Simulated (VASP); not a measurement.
# AsAu (zincblende type) (F-43m) in VASP: further runs

Runs on AsAu (zincblende type). Level: PBE. Tasks: single point.

Everything below comes from runs of VASP 6.6.1. Logs are shortened: lines on timing, memory, paths and dates and some standing lists are left out, and cuts for length are marked.

**1. The cell of the first run**

It takes space group F-43m (No. 216, cubic). The conventional cell has a = 5.955 Å, b = 5.955 Å, c = 5.955 Å, α = 90.00°, β = 90.00°, γ = 90.00°. Within 3.4 Å of Au (site symmetry -43m) lie 4 As at 2.58 Å. As (site symmetry -43m) has 4 Au at 2.58 Å within 3.4 Å.

**2. Single point, PBE (26.40 Å³/atom)**

The input, INCAR:

```
SYSTEM = AsAu
ALGO     = Normal         ! electronic algorithm
EDIFF    = 1E-7           ! SCF threshold, eV
ENCUT    = 520            ! plane-wave cutoff, eV
GGA      = PE             ! functional
ISIF     = 2              ! what is computed and relaxed
ISMEAR   = -1             ! smearing method
LASPH    = .True.         ! aspherical terms in the spheres
LCHARG   = .True.         ! write CHGCAR
LELF     = .True.         ! ELF
LREAL    = .False.        ! projectors in reciprocal space
LVHAR    = .True.       
LWAVE    = .False.        ! write WAVECAR
NBANDS   = 15             ! bands
NELM     = 80             ! most SCF steps
PREC     = Accurate       ! precision mode
SIGMA    = 0.08           ! smearing width, eV
```

The input, KPOINTS:

```
k-points
0
Gamma
  11 11 11
  0 0 0
```

The input, POSCAR:

```
AsAu
1.0
    0.0000000000      2.9775593041      2.9775593041
    2.9775593041      0.0000000000      2.9775593041
    2.9775593041      2.9775593041      0.0000000000
Au As
1 1
Direct
    0.0000000000      0.0000000000      0.0000000000
    0.2500000000      0.2500000000      0.2500000000
```

Potentials or basis: VASP PAW PBE potentials, release 64 (Au, As).

Run with:

```
$ cat potpaw_PBE.64/Au/POTCAR potpaw_PBE.64/As/POTCAR > POTCAR
$ mpirun -np 1 vasp_std > vasp.out
```

OUTCAR:

```text
SYSTEM = AsAu
   EDIFF = 1E-7
   ENCUT = 520
   GGA = PE
   ISIF = 2
   ISMEAR = -1
   LASPH = .True.
   LREAL = .False.
   NELM = 80
   PREC = Accurate

 ion  position               nearest neighbor table
   1  0.000  0.000  0.000-   2 2.58   2 2.58   2 2.58   2 2.58
   2  0.250  0.250  0.250-   1 2.58   1 2.58   1 2.58   1 2.58

  LATTYP: Found a face centered cubic cell.
 ALAT       =     5.9551186082

  Lattice vectors:

 A1 = (   0.0000000000,   2.9775593041,   2.9775593041)
 A2 = (   2.9775593041,   0.0000000000,   2.9775593041)
 A3 = (   2.9775593041,   2.9775593041,   0.0000000000)

Analysis of symmetry for initial positions (statically):
=====================================================================
 Subroutine PRICEL returns:
 Original cell was already a primitive cell.

 Routine SETGRP: Setting up the symmetry group for a
 face centered cubic supercell.

 Subroutine GETGRP returns: Found 24 space group operations
 (whereof 24 operations were pure point group operations)
 out of a pool of 48 trial point group operations.

The static configuration has the point symmetry T_d .

Analysis of symmetry for dynamics (positions and initial velocities):
=====================================================================
 Subroutine PRICEL returns:
 Original cell was already a primitive cell.

 Routine SETGRP: Setting up the symmetry group for a
 face centered cubic supercell.

 Subroutine GETGRP returns: Found 24 space group operations
 (whereof 24 operations were pure point group operations)
 out of a pool of 48 trial point group operations.

The dynamic configuration has the point symmetry T_d .

 Subroutine INISYM returns: Found 24 space group operations
 (whereof 24 operations are pure point group operations),
 and found     1 'primitive' translations

----------------------------------------------------------------------------------------

                                     Primitive cell

  volume of cell :      52.7972

  direct lattice vectors                    reciprocal lattice vectors
     0.000000000  2.977559304  2.977559304    -0.167922768  0.167922768  0.167922768
     2.977559304  0.000000000  2.977559304     0.167922768 -0.167922768  0.167922768
     2.977559304  2.977559304  0.000000000     0.167922768  0.167922768 -0.167922768

  length of vectors
     4.210904751  4.210904751  4.210904751     0.290850766  0.290850766  0.290850766

  position of ions in fractional coordinates (direct lattice)
     0.000000000  0.000000000  0.000000000
     0.250000000  0.250000000  0.250000000

  ion indices of the primitive-cell ions
   primitive index   ion index
                 1           1
                 2           2

----------------------------------------------------------------------------------------

 KPOINTS: k-points

Automatic generation of k-mesh.
 Grid dimensions read from file:
 generate k-points for:   11   11   11

 Generating k-lattice:

  Cartesian coordinates                     Fractional coordinates (reciprocal lattice)
    -0.015265706  0.015265706  0.015265706     0.090909091  0.000000000  0.000000000
     0.015265706 -0.015265706  0.015265706     0.000000000  0.090909091  0.000000000
     0.015265706  0.015265706 -0.015265706     0.000000000  0.000000000  0.090909091

  Length of vectors
     0.026440979  0.026440979  0.026440979

  Shift w.r.t. Gamma in fractional coordinates (k-lattice)
     0.000000000  0.000000000  0.000000000

 Subroutine IBZKPT returns following result:
 ===========================================

 Found     56 irreducible k-points:

 Following reciprocal coordinates:
            Coordinates               Weight
  0.000000  0.000000  0.000000      1.000000
  0.090909  0.000000  0.000000      8.000000
  0.181818  0.000000  0.000000      8.000000
  0.272727  0.000000  0.000000      8.000000
  0.363636  0.000000  0.000000      8.000000
  0.454545  0.000000  0.000000      8.000000
[... 16 lines left out ...]
 -0.272727  0.181818  0.000000     24.000000
 -0.181818  0.181818  0.000000     12.000000
 [... further k-points ...]
   k-points           NKPTS =     56   k-points in BZ     NKDIM =     56   number of bands    NBANDS=     15
   number of dos      NEDOS =    301   number of ions     NIONS =      2
   total plane-waves  NPLWV =  32768
   dimension x,y,z NGX =    32 NGY =   32 NGZ =   32
   dimension x,y,z NGXF=    64 NGYF=   64 NGZF=   64
   ions per type =               1   1
   NGX,Y,Z   is equivalent  to a cutoff of  12.63, 12.63, 12.63 a.u.
   NGXF,Y,Z  is equivalent  to a cutoff of  25.27, 25.27, 25.27 a.u.
 SYSTEM =  AsAu
   PREC   = accura    normal or accurate (medium, high low for compatibility)
   ISTART =      0    job   : 0-new  1-cont  2-samecut
   ICHARG =      2    charge: 1-file 2-atom 10-const
   ISPIN  =      1    spin polarized calculation?
   LNONCOLLINEAR =      F non collinear calculations
   LSORBIT =      F    spin-orbit coupling
   LASPH  =      T    aspherical Exc in radial PAW
   ENCUT  =  520.0 eV  38.22 Ry    6.18 a.u.   7.83  7.83  7.83*2*pi/ulx,y,z
   NELM   =     80;   NELMIN=  2; NELMDL= -5     # of ELM steps
   EDIFF  = 0.1E-06   stopping-criterion for ELM
   LREAL  =      F    real-space projection
   EDIFFG = 0.1E-05   stopping-criterion for IOM
   NSW    =      0    number of steps for IOM
   IBRION =     -1    ionic relax: 0-MD 1-quasi-New 2-CG
   NFREE  =      0    steps in history (QN), initial steepest desc. (CG)
   ISIF   =      2    stress and relaxation
   ISYM   =      2    0-nonsym 1-usesym 2-fastsym
   POTIM  = 0.5000    time-step for ionic-motion
   TEBEG  =    0.0;   TEEND  =   0.0 temperature during run
   PSTRESS=    0.0 pullay stress
   NELECT =      16.0000    total number of electrons
   NUPDOWN=      -1.0000    fix difference up-down
   EMIN   =  10.00;   EMAX   =-10.00  energy-range for DOS
   EFERMI =   0.00;   METHOD = LEGACY
   ISMEAR =    -1;   SIGMA  =   0.08  broadening in eV -4-tet -1-fermi 0-gaus
   EFERMI_NEDOS =   21; number of points for ismear=-14 and -15
   IALGO  =     38    algorithm
   IMIX   =      4    mixing-type and parameters
     AMIX     =   0.40;   BMIX     =  1.00
     AMIX_MAG =   1.60;   BMIX_MAG =  1.00
  volume/ion in A,a.u.               =      26.40       178.15
  Fermi-wavevector in a.u.,A,eV,Ry     =   1.099624  2.077989 16.451812  1.209174
  Thomas-Fermi vector in A             =   2.236022
   LORBIT       =      0    0 simple, 1 ext, 2 COOP (PROOUT), +10 PAW based schemes
   GGA     = PE    functional components
   LHFCALC =     F    Hartree Fock is set to
   AEXX    =    0.0000 exact exchange contribution
   IVDW    =     0    specifies the selected vdW correction
   LEPSILON=     F    determine dielectric tensor
   LRPA    =     F    only Hartree local field effects (RPA)
 non-spin polarized calculation
  energy-cutoff  :      520.00
  volume of cell :       52.80
 maximum number of plane-waves:      1433
   NGX = 15   NGY = 15   NGZ = 15

 number of electron      16.0000001 magnetization

 Free energy of the ion-electron system (eV)
  ---------------------------------------------------
  ext. energy  EPLUGINS =         0.00000000
  ---------------------------------------------------
  free energy    TOTEN  =        -7.42074741 eV

  energy without entropy =       -7.38924703  energy(sigma->0) =       -7.40499722

 E-fermi :   3.5788     XC(G=0):  -9.4118

 val. band max:        3.5412695762   @ k =   0.3636   0.2727   0.0909
 cond. band min:       3.5967729151   @ k =  -0.2727   0.3636   0.0909
 fundamental gap:      0.0555033388
 Fermi energy:         3.5787680286

 k-point     1 :       0.0000    0.0000    0.0000
  band No.  band energies     occupation
      1      -8.1299      2.00000
      2      -1.6401      2.00000
      3      -1.6401      2.00000
      4      -1.6401      2.00000
      5      -0.4261      2.00000
      6      -0.4261      2.00000
      7       4.9188      0.00000
      8       5.9798      0.00000
      9       5.9798      0.00000
     10       5.9798      0.00000
     11       9.9494      0.00000
     12       9.9494      0.00000
     13       9.9494      0.00000
     14      13.0728      0.00000
     15      16.0424      0.00000

 k-point     2 :       0.0909    0.0000    0.0000
  band No.  band energies     occupation
      1      -8.0729      2.00000
      2      -1.6585      2.00000
      3      -1.6156      2.00000
      4      -1.6156      2.00000
      5      -0.4306      2.00000
      6      -0.4306      2.00000
      7       4.4001      0.00007
      8       5.8406      0.00000
      9       5.8406      0.00000
     10       6.2113      0.00000
     11       9.7916      0.00000
     12      10.1133      0.00000
     13      10.1133      0.00000
     14      13.7283      0.00000
     15      15.2045      0.00000

 k-point     3 :       0.1818    0.0000    0.0000
  band No.  band energies     occupation
      1      -7.9145      2.00000
      2      -1.6857      2.00000
      3      -1.5526      2.00000
      4      -1.5526      2.00000
      5      -0.4355      2.00000
      6      -0.4355      2.00000
      7       3.3369      1.90726
      8       5.4988      0.00000
      9       5.4988      0.00000
     10       6.4457      0.00000
     11       9.8943      0.00000
     12      10.4804      0.00000
     13      10.4804      0.00000
     14      14.1098      0.00000
     15      14.7032      0.00000
[... 343 lines left out ...]
 k-point    23 :      -0.2727    0.1818    0.0000
  band No.  band energies     occupation
      1      -7.4182      2.00000
      2      -1.5483      2.00000
      3      -1.3669      2.00000
      4      -1.3537      2.00000
      5      -0.4808      2.00000
      6      -0.3266      2.00000
      7       1.3758      2.00000
      8       3.0741      1.99636
      9       4.7734      0.00000
     10       7.7914      0.00000
     11      10.2171      0.00000
     12      10.9791      0.00000
     13      11.2388      0.00000
     14      14.2291      0.00000
     15      15.6780      0.00000

 k-point    24 :      -0.1818    0.1818    0.0000
  band No.  band energies     occupation
      1      -7.6192      2.00000
      2      -1.6792      2.00000
      3      -1.4415      2.00000
      4      -1.4145      2.00000
      5      -0.4970      2.00000
      6      -0.3531      2.00000
      7       2.2538      2.00000
      8       3.5979      0.88072
      9       5.2162      0.00000
     10       7.5400      0.00000
     11      10.0239      0.00000
     12      10.6435      0.00000
     13      10.8721      0.00000
     14      13.8971      0.00000
     15      15.6503      0.00000

 [... further k-points ...]
[... 5 lines left out ...]
  --------------------------------------------------------------------------------------
  -------------------------------------------------------------------------------------
  Total       -1.1921253     -1.1921253     -1.1921253      0.0000000      0.0000000      0.0000000
  in kB      -36.1760571    -36.1760571    -36.1760571      0.0000000      0.0000000      0.0000000
  external PRESSURE =     -36.1760571 kB  Pullay stress =       0.0000000 kB

 VOLUME and BASIS-vectors are now :
 -----------------------------------------------------------------------------
  energy-cutoff  :      520.00
  volume of cell :       52.80
      direct lattice vectors                 reciprocal lattice vectors
     0.000000000  2.977559304  2.977559304    -0.167922768  0.167922768  0.167922768
     2.977559304  0.000000000  2.977559304     0.167922768 -0.167922768  0.167922768
     2.977559304  2.977559304  0.000000000     0.167922768  0.167922768 -0.167922768

 POSITION                                       TOTAL-FORCE (eV/Angst)
 -----------------------------------------------------------------------------------
      0.00000      0.00000      0.00000        -0.000000     -0.000000     -0.000000
      1.48878      1.48878      1.48878         0.000000      0.000000      0.000000
 -----------------------------------------------------------------------------------
    total drift:                               -0.000000     -0.000000     -0.000000

  FREE ENERGIE OF THE ION-ELECTRON SYSTEM (eV)
  ---------------------------------------------------
  free  energy   TOTEN  =        -7.4207474125 eV

  energy  without entropy=       -7.3892470290  energy(sigma->0) =       -7.40499722
```

Run time: 55 s. Hardware: 1 thread of Intel Xeon 8259CL, shared host; peak memory 0.2 GiB.

Results:

- Free energy: -7.4207 eV
- Pressure: -3.6 GPa
- Band gap on the k mesh: zero (bands 8 and 9 overlap by 3.28 eV)

Caveat: the cell stands under tension; spin-orbit coupling is left out, which moves the levels of the heavy elements.

**3. Single point, PBE**

This run uses another cell than the first one, of 24.90 Å³/atom.

The input, INCAR:

```
SYSTEM = AsAu
  PREC = Accurate
  ENCUT = 520
  EDIFF = 1E-6
  ISMEAR = -1
  SIGMA = 0.08
  LREAL = .FALSE.
  LASPH = .TRUE.
  NELM = 100
  ALGO = Normal
  ISIF = 2
  LWAVE = .FALSE.
  LCHARG = .TRUE.
  GGA = PE
  LELF = .TRUE.
  LVHAR = .TRUE.
  NBANDS = 15
```

The input, KPOINTS:

```
Automatic mesh
0
G
  11 11 11
  0 0 0
```

The input, POSCAR:

```
AsAu
1.0
    0.0000000000      2.9202842862      2.9202842862
    2.9202842862      0.0000000000      2.9202842862
    2.9202842862      2.9202842862      0.0000000000
Au As
1 1
Direct
    0.0000000000      0.0000000000      0.0000000000
    0.2500000000      0.2500000000      0.2500000000
```

Potentials or basis: VASP PAW PBE potentials, release 64 (Au, As).

Run with:

```
$ cat potpaw_PBE.64/Au/POTCAR potpaw_PBE.64/As/POTCAR > POTCAR
$ mpirun -np 1 vasp_std > vasp.out
```

It took 35 s on 1 thread of Intel Xeon 8259CL, shared host; peak memory 0.2 GiB.

It converged, with:

```
Free energy            : -7.4566 eV
Pressure               : -0.1 GPa
Band gap on the k mesh : zero (bands 8 and 9 overlap by 3.60 eV)
```

Levels at points of the mesh, in eV from the Fermi level:
```csv
k point,band 6,band 7,band 8,band 9,band 10,band 11
"(0.00, 0.00, 0.00)",-4.23,1.60,2.62,2.62,2.62,6.44
```

Caveat: spin-orbit coupling is left out, which moves the levels of the heavy elements.
